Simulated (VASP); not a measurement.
# Cs (Im-3m) in VASP: further runs

The runs below take Cs through single point, with r2SCAN.

All numbers are computed with VASP 6.6.1; they aren't measurements. Logs are shortened: lines on timing, memory, paths and dates and some standing lists are left out, and cuts for length are marked.

### Step 1. The cell of the first run

It takes space group Im-3m (No. 229, cubic). The conventional cell has a = 5.942 Å, b = 5.942 Å, c = 5.942 Å, α = 90.00°, β = 90.00°, γ = 90.00°.

### Step 2. Single point, r2SCAN (functional r2SCAN, strained)

Contents of POSCAR:

```
Cs
1.0
   -2.9709361500      2.9709361500      2.9709361500
    2.9709361500     -2.9709361500      2.9709361500
    2.9709361500      2.9709361500     -2.9709361500
Cs
1
Direct
    0.0000000000      0.0000000000      0.0000000000
```

Contents of INCAR.step1:

```
  ALGO = Normal
  EDIFF = 1E-4
  ENCUT = 520
  GGA = PE
  ISMEAR = 0
  LASPH = T
  LCHARG = F
  LREAL = F
  LWAVE = T
  NBANDS = 10
  NELM = 80
  PREC = Accurate
  SIGMA = 0.1
```

Contents of INCAR.step2:

```
  ALGO = Normal
  EDIFF = 1E-6
  ENCUT = 520
  ISIF = 2
  ISMEAR = 0
  ISTART = 1
  LASPH = T
  LCHARG = F
  LMIXTAU = T
  LREAL = F
  LWAVE = F
  METAGGA = R2SCAN
  NBANDS = 10
  NELM = 80
  PREC = Accurate
  SIGMA = 0.1
```

Contents of KPOINTS:

```
k-points
0
Gamma
  10 10 10
```

Potentials or basis: VASP PAW PBE potentials, release 64 (Cs_sv).

Run with:

```
$ cat potpaw_PBE.64/Cs_sv/POTCAR > POTCAR
$ cp INCAR.step1 INCAR
$ mpirun -np 1 vasp_std > vasp.out
$ cp INCAR.step2 INCAR
$ mpirun -np 1 vasp_std > vasp.out
```

OUTCAR:

```text
EDIFF = 1E-6
   ENCUT = 520
   ISIF = 2
   ISMEAR = 0
   ISTART = 1
   LASPH = T
   LREAL = F
   METAGGA = R2SCAN
   NELM = 80
   PREC = Accurate

 ion  position               nearest neighbor table
   1  0.000  0.000  0.000-

  LATTYP: Found a body centered cubic cell.
 ALAT       =     5.9418723000

  Lattice vectors:

 A1 = (  -2.9709361500,   2.9709361500,   2.9709361500)
 A2 = (   2.9709361500,  -2.9709361500,   2.9709361500)
 A3 = (   2.9709361500,   2.9709361500,  -2.9709361500)

Analysis of symmetry for initial positions (statically):
=====================================================================
 Subroutine PRICEL returns:
 Original cell was already a primitive cell.

 Routine SETGRP: Setting up the symmetry group for a
 body centered cubic supercell.

 Subroutine GETGRP returns: Found 48 space group operations
 (whereof 48 operations were pure point group operations)
 out of a pool of 48 trial point group operations.

The static configuration has the point symmetry O_h .

Analysis of symmetry for dynamics (positions and initial velocities):
=====================================================================
 Subroutine PRICEL returns:
 Original cell was already a primitive cell.

 Routine SETGRP: Setting up the symmetry group for a
 body centered cubic supercell.

 Subroutine GETGRP returns: Found 48 space group operations
 (whereof 48 operations were pure point group operations)
 out of a pool of 48 trial point group operations.

The dynamic configuration has the point symmetry O_h .

 Subroutine INISYM returns: Found 48 space group operations
 (whereof 48 operations are pure point group operations),
 and found     1 'primitive' translations

----------------------------------------------------------------------------------------

                                     Primitive cell

  volume of cell :     104.8914

  direct lattice vectors                    reciprocal lattice vectors
    -2.970936150  2.970936150  2.970936150     0.000000000  0.168297121  0.168297121
     2.970936150 -2.970936150  2.970936150     0.168297121  0.000000000  0.168297121
     2.970936150  2.970936150 -2.970936150     0.168297121  0.168297121  0.000000000

  length of vectors
     5.145812358  5.145812358  5.145812358     0.238008071  0.238008071  0.238008071

  position of ions in fractional coordinates (direct lattice)
     0.000000000  0.000000000  0.000000000

  ion indices of the primitive-cell ions
   primitive index   ion index
                 1           1

----------------------------------------------------------------------------------------

 KPOINTS: k-points

Automatic generation of k-mesh.
 Grid dimensions read from file:
 generate k-points for:   10   10   10

 Generating k-lattice:

  Cartesian coordinates                     Fractional coordinates (reciprocal lattice)
     0.000000000  0.016829712  0.016829712     0.100000000  0.000000000  0.000000000
     0.016829712  0.000000000  0.016829712     0.000000000  0.100000000  0.000000000
     0.016829712  0.016829712  0.000000000     0.000000000  0.000000000  0.100000000

  Length of vectors
     0.023800807  0.023800807  0.023800807

  Shift w.r.t. Gamma in fractional coordinates (k-lattice)
     0.000000000  0.000000000  0.000000000

 Subroutine IBZKPT returns following result:
 ===========================================

 Found     47 irreducible k-points:

 Following reciprocal coordinates:
            Coordinates               Weight
  0.000000  0.000000  0.000000      1.000000
  0.100000  0.000000  0.000000     12.000000
  0.200000  0.000000  0.000000     12.000000
  0.300000  0.000000  0.000000     12.000000
  0.400000  0.000000  0.000000     12.000000
  0.500000  0.000000  0.000000      6.000000
[... 16 lines left out ...]
  0.300000  0.300000  0.100000      8.000000
 -0.300000  0.300000  0.100000     24.000000
 [... further k-points ...]
   k-points           NKPTS =     47   k-points in BZ     NKDIM =     47   number of bands    NBANDS=     10
   number of dos      NEDOS =    301   number of ions     NIONS =      1
   total plane-waves  NPLWV =  64000
   dimension x,y,z NGX =    40 NGY =   40 NGZ =   40
   dimension x,y,z NGXF=    80 NGYF=   80 NGZF=   80
   ions per type =               1
   NGX,Y,Z   is equivalent  to a cutoff of  12.92, 12.92, 12.92 a.u.
   NGXF,Y,Z  is equivalent  to a cutoff of  25.85, 25.85, 25.85 a.u.
 SYSTEM =  unknown system
   PREC   = accura    normal or accurate (medium, high low for compatibility)
   ISTART =      1    job   : 0-new  1-cont  2-samecut
   ICHARG =      0    charge: 1-file 2-atom 10-const
   ISPIN  =      1    spin polarized calculation?
   LNONCOLLINEAR =      F non collinear calculations
   LSORBIT =      F    spin-orbit coupling
   LASPH  =      T    aspherical Exc in radial PAW
   ENCUT  =  520.0 eV  38.22 Ry    6.18 a.u.   9.57  9.57  9.57*2*pi/ulx,y,z
   NELM   =     80;   NELMIN=  2; NELMDL=  0     # of ELM steps
   EDIFF  = 0.1E-05   stopping-criterion for ELM
   LREAL  =      F    real-space projection
   EDIFFG = 0.1E-04   stopping-criterion for IOM
   NSW    =      0    number of steps for IOM
   IBRION =     -1    ionic relax: 0-MD 1-quasi-New 2-CG
   NFREE  =      0    steps in history (QN), initial steepest desc. (CG)
   ISIF   =      2    stress and relaxation
   ISYM   =      2    0-nonsym 1-usesym 2-fastsym
   POTIM  = 0.5000    time-step for ionic-motion
   TEBEG  =    0.0;   TEEND  =   0.0 temperature during run
   PSTRESS=    0.0 pullay stress
   NELECT =       9.0000    total number of electrons
   NUPDOWN=      -1.0000    fix difference up-down
   EMIN   =  10.00;   EMAX   =-10.00  energy-range for DOS
   EFERMI =   0.00;   METHOD = LEGACY
   ISMEAR =     0;   SIGMA  =   0.10  broadening in eV -4-tet -1-fermi 0-gaus
   EFERMI_NEDOS =   21; number of points for ismear=-14 and -15
   IALGO  =     38    algorithm
   IMIX   =      4    mixing-type and parameters
     AMIX     =   0.40;   BMIX     =  1.00
     AMIX_MAG =   1.60;   BMIX_MAG =  1.00
  volume/ion in A,a.u.               =     104.89       707.84
  Fermi-wavevector in a.u.,A,eV,Ry     =   0.722064  1.364503  7.093757  0.521376
  Thomas-Fermi vector in A             =   1.811931
   LORBIT       =      0    0 simple, 1 ext, 2 COOP (PROOUT), +10 PAW based schemes
   METAGGA = R2SCAN    functional components
   LHFCALC =     F    Hartree Fock is set to
   AEXX    =    0.0000 exact exchange contribution
   IVDW    =     0    specifies the selected vdW correction
   LEPSILON=     F    determine dielectric tensor
   LRPA    =     F    only Hartree local field effects (RPA)
 non-spin polarized calculation
 Gauss-broadening in eV      SIGMA  =   0.10
  energy-cutoff  :      520.00
  volume of cell :      104.89
 maximum number of plane-waves:      2899
 NGX is ok and might be reduce to    40
   NGX = 19   NGY = 19   NGZ = 19

 number of electron       9.0000000 magnetization

 Free energy of the ion-electron system (eV)
  ---------------------------------------------------
  ext. energy  EPLUGINS =         0.00000000
  ---------------------------------------------------
  free energy    TOTEN  =       -24.99873990 eV

  energy without entropy =      -24.98946700  energy(sigma->0) =      -24.99410345

 E-fermi :   0.8124     XC(G=0):  -5.8797

 val. band max:        0.7517764910   @ k =   0.3000   0.1000   0.1000
 cond. band min:       0.8247224670   @ k =  -0.3000   0.4000   0.2000
 fundamental gap:      0.0729459759
 Fermi energy:         0.8124014862

 k-point     1 :       0.0000    0.0000    0.0000
  band No.  band energies     occupation
      1     -23.9572      2.00000
      2     -10.3080      2.00000
      3     -10.3080      2.00000
      4     -10.3080      2.00000
      5      -1.0743      2.00000
      6       3.6471      0.00000
      7       3.6471      0.00000
      8       3.6472      0.00000
      9       4.5833      0.00000
     10       4.5833      0.00000

 k-point     2 :       0.1000    0.0000    0.0000
  band No.  band energies     occupation
      1     -23.9561      2.00000
      2     -10.3270      2.00000
      3     -10.3137      2.00000
      4     -10.3081      2.00000
      5      -0.9467      2.00000
      6       3.4979      0.00000
      7       3.5021      0.00000
      8       3.7744      0.00000
      9       4.3739      0.00000
     10       4.5497      0.00000

 k-point     3 :       0.2000    0.0000    0.0000
  band No.  band energies     occupation
      1     -23.9533      2.00000
      2     -10.3759      2.00000
      3     -10.3288      2.00000
      4     -10.3085      2.00000
      5      -0.5847      2.00000
      6       2.9863      0.00000
      7       3.1859      0.00000
      8       4.1500      0.00000
      9       4.3567      0.00000
     10       4.5241      0.00000

 k-point     4 :       0.3000    0.0000    0.0000
  band No.  band energies     occupation
      1     -23.9498      2.00000
      2     -10.4346      2.00000
      3     -10.3473      2.00000
      4     -10.3090      2.00000
      5      -0.0522      2.00000
      6       2.4085      0.00000
      7       2.8888      0.00000
      8       4.5200      0.00000
      9       4.6117      0.00000
     10       4.7540      0.00000

 k-point     5 :       0.4000    0.0000    0.0000
  band No.  band energies     occupation
      1     -23.9469      2.00000
      2     -10.4808      2.00000
      3     -10.3621      2.00000
      4     -10.3094      2.00000
      5       0.5248      1.99995
      6       1.9470      0.00000
      7       2.6904      0.00000
      8       4.5785      0.00000
      9       4.8570      0.00000
     10       5.5384      0.00000

 k-point     6 :       0.5000    0.0000    0.0000
  band No.  band energies     occupation
      1     -23.9458      2.00000
      2     -10.4982      2.00000
      3     -10.3677      2.00000
      4     -10.3096      2.00000
      5       0.8470      0.62507
      6       1.7102      0.00000
      7       2.6216      0.00000
      8       4.5288      0.00000
      9       5.1393      0.00000
     10       5.5461      0.00000
[... 183 lines left out ...]
 k-point    21 :       0.3000    0.2000    0.1000
  band No.  band energies     occupation
      1     -23.9454      2.00000
      2     -10.4584      2.00000
      3     -10.3921      2.00000
      4     -10.3424      2.00000
      5       1.2771      0.00000
      6       1.8113      0.00000
      7       2.1405      0.00000
      8       4.6435      0.00000
      9       5.0455      0.00000
     10       5.2245      0.00000

 k-point    22 :      -0.2000    0.2000    0.1000
  band No.  band energies     occupation
      1     -23.9523      2.00000
      2     -10.3762      2.00000
      3     -10.3350      2.00000
      4     -10.3229      2.00000
      5      -0.4680      2.00000
      6       3.0032      0.00000
      7       3.2495      0.00000
      8       3.7335      0.00000
      9       4.1097      0.00000
     10       4.9723      0.00000

 k-point    23 :       0.3000    0.3000    0.1000
  band No.  band energies     occupation
      1     -23.9450      2.00000
      2     -10.4276      2.00000
      3     -10.4276      2.00000
      4     -10.3481      2.00000
      5       1.7581      0.00000
      6       1.7581      0.00000
      7       1.8045      0.00000
      8       4.4708      0.00000
      9       5.0850      0.00000
     10       5.0850      0.00000

 k-point    24 :      -0.3000    0.3000    0.1000
  band No.  band energies     occupation
      1     -23.9489      2.00000
      2     -10.4319      2.00000
      3     -10.3537      2.00000
      4     -10.3227      2.00000
      5       0.0541      2.00000
      6       2.3997      0.00000
      7       2.9814      0.00000
      8       3.8792      0.00000
      9       4.7046      0.00000
     10       5.0479      0.00000

 [... further k-points ...]
[... 5 lines left out ...]
  --------------------------------------------------------------------------------------
  -------------------------------------------------------------------------------------
  Total        0.2525009      0.2525009      0.2525009     -0.0000000     -0.0000000     -0.0000000
  in kB        3.8568569      3.8568569      3.8568569     -0.0000000     -0.0000000     -0.0000000
  external PRESSURE =       3.8568569 kB  Pullay stress =       0.0000000 kB

 VOLUME and BASIS-vectors are now :
 -----------------------------------------------------------------------------
  energy-cutoff  :      520.00
  volume of cell :      104.89
      direct lattice vectors                 reciprocal lattice vectors
    -2.970936150  2.970936150  2.970936150     0.000000000  0.168297121  0.168297121
     2.970936150 -2.970936150  2.970936150     0.168297121  0.000000000  0.168297121
     2.970936150  2.970936150 -2.970936150     0.168297121  0.168297121  0.000000000

 POSITION                                       TOTAL-FORCE (eV/Angst)
 -----------------------------------------------------------------------------------
      0.00000      0.00000      0.00000        -0.000000      0.000000     -0.000000
 -----------------------------------------------------------------------------------
    total drift:                               -0.000000     -0.000000     -0.000000

  FREE ENERGIE OF THE ION-ELECTRON SYSTEM (eV)
  ---------------------------------------------------
  free  energy   TOTEN  =       -24.9987399004 eV

  energy  without entropy=      -24.9894669985  energy(sigma->0) =      -24.99410345
```

Run time: 86 s. Hardware: 1 thread of Intel Xeon 6975P-C (Granite Rapids), shared host; peak memory 0.26 GiB.

What came out:

```yaml
Free_energy: -24.9987 eV
Pressure: 0.4 GPa
```

Caveat: the cell differs from its parent crystal (functional r2SCAN, strained); the PAW data sets were made with another functional, which shifts forces and pressure a little; spin-orbit coupling is left out, which moves the levels of the heavy elements.

### Step 3. Single point, r2SCAN (functional r2SCAN, strained)

Contents of POSCAR:

```
Cs
1.0
   -3.0652381500      3.0652381500      3.0652381500
    3.0652381500     -3.0652381500      3.0652381500
    3.0652381500      3.0652381500     -3.0652381500
Cs
1
Direct
    0.0000000000      0.0000000000      0.0000000000
```

Contents of INCAR.step1:

```
  ALGO = Normal
  EDIFF = 1E-4
  ENCUT = 520
  GGA = PE
  ISMEAR = 0
  LASPH = True
  LCHARG = False
  LREAL = False
  LWAVE = True
  NBANDS = 10
  NELM = 100
  PREC = Accurate
  SIGMA = 0.1
```

Contents of INCAR.step2:

```
  ALGO = Normal
  EDIFF = 1E-6
  ENCUT = 520
  ISIF = 2
  ISMEAR = 0
  ISTART = 1
  LASPH = True
  LCHARG = False
  LMIXTAU = True
  LREAL = False
  LWAVE = False
  METAGGA = R2SCAN
  NBANDS = 10
  NELM = 100
  PREC = Accurate
  SIGMA = 0.1
```

KPOINTS is that of step 2.

Potentials or basis: VASP PAW PBE potentials, release 64 (Cs_sv).

Run with:

```
$ cat potpaw_PBE.64/Cs_sv/POTCAR > POTCAR
$ cp INCAR.step1 INCAR
$ mpirun -np 1 vasp_std > vasp.out
$ cp INCAR.step2 INCAR
$ mpirun -np 1 vasp_std > vasp.out
```

Run time: 93 s. Hardware: 1 thread of Intel Xeon 6975P-C (Granite Rapids), shared host; peak memory 0.27 GiB.

It converged, with:

- Free energy: -25.0158 eV
- Pressure: 0.1 GPa

Levels at points of the mesh, in eV from the Fermi level:
| k point | band 1 | band 2 | band 3 | band 4 | band 5 | band 6 | band 7 | band 8 | band 9 |
| --- | --- | --- | --- | --- | --- | --- | --- | --- | --- |
| (0.00, 0.00, 0.00) | -24.81 | -11.18 | -11.18 | -11.18 | -1.79 | 2.79 | 2.79 | 2.79 | 3.67 |
| (0.50, 0.00, 0.00) | -24.80 | -11.32 | -11.22 | -11.18 | 0.09 | 0.79 | 1.83 | 3.57 | 4.17 |
| (0.50, 0.50, 0.50) | -24.80 | -11.27 | -11.27 | -11.27 | 0.63 | 0.63 | 3.24 | 3.24 | 3.24 |

Caveat: the cell differs from its parent crystal (functional r2SCAN, strained); the PAW data sets were made with another functional, which shifts forces and pressure a little; spin-orbit coupling is left out, which moves the levels of the heavy elements.

### Step 4. Single point, r2SCAN (functional r2SCAN, strained)

Contents of POSCAR:

```
Cs
1.0
   -3.0650568000      3.0650568000      3.0650568000
    3.0650568000     -3.0650568000      3.0650568000
    3.0650568000      3.0650568000     -3.0650568000
Cs
1
Direct
    0.0000000000      0.0000000000      0.0000000000
```

Contents of INCAR.step1:

```
SYSTEM = Cs
ALGO = Normal ; EDIFF = 1E-4
ENCUT = 520 ; GGA = PE
ISMEAR = 0 ; LASPH = .True.
LCHARG = .False. ; LREAL = .False.
LWAVE = .True. ; NBANDS = 10
NELM = 100 ; PREC = Accurate
SIGMA = 0.1
```

Contents of INCAR.step2:

```
SYSTEM = Cs
ALGO = Normal ; EDIFF = 1E-7
ENCUT = 520 ; ISIF = 2
ISMEAR = 0 ; ISTART = 1
LASPH = .True. ; LCHARG = .True.
LELF = .True. ; LMIXTAU = .True.
LREAL = .False. ; LVHAR = .True.
LWAVE = .False. ; METAGGA = R2SCAN
NBANDS = 10 ; NELM = 100
PREC = Accurate ; SIGMA = 0.1
```

Contents of KPOINTS:

```
k-points
0
Gamma
  10 10 10
  0 0 0
```

Run with:

```
$ cat potpaw_PBE.64/Cs_sv/POTCAR > POTCAR
$ cp INCAR.step1 INCAR
$ mpirun -np 1 vasp_std > vasp.out
$ cp INCAR.step2 INCAR
$ mpirun -np 1 vasp_std > vasp.out
```

Run time: 1.9 min. Hardware: 1 thread of Intel Xeon 6975P-C (Granite Rapids), shared host; peak memory 0.26 GiB.

It converged, with:

```
Free energy : -25.0158 eV
Pressure    : 0.1 GPa
```

Levels at points of the mesh, in eV from the Fermi level:
| k point | band 1 | band 2 | band 3 | band 4 | band 5 | band 6 | band 7 | band 8 |
| --- | --- | --- | --- | --- | --- | --- | --- | --- |
| (0.00, 0.00, 0.00) | -24.81 | -11.18 | -11.18 | -11.18 | -1.79 | 2.79 | 2.79 | 2.79 |
| (0.50, 0.00, 0.00) | -24.80 | -11.32 | -11.22 | -11.18 | 0.09 | 0.79 | 1.83 | 3.57 |
| (0.50, 0.50, 0.50) | -24.80 | -11.27 | -11.27 | -11.27 | 0.63 | 0.63 | 3.24 | 3.24 |

Caveat: the cell differs from its parent crystal (functional r2SCAN, strained); the PAW data sets were made with another functional, which shifts forces and pressure a little; spin-orbit coupling is left out, which moves the levels of the heavy elements.
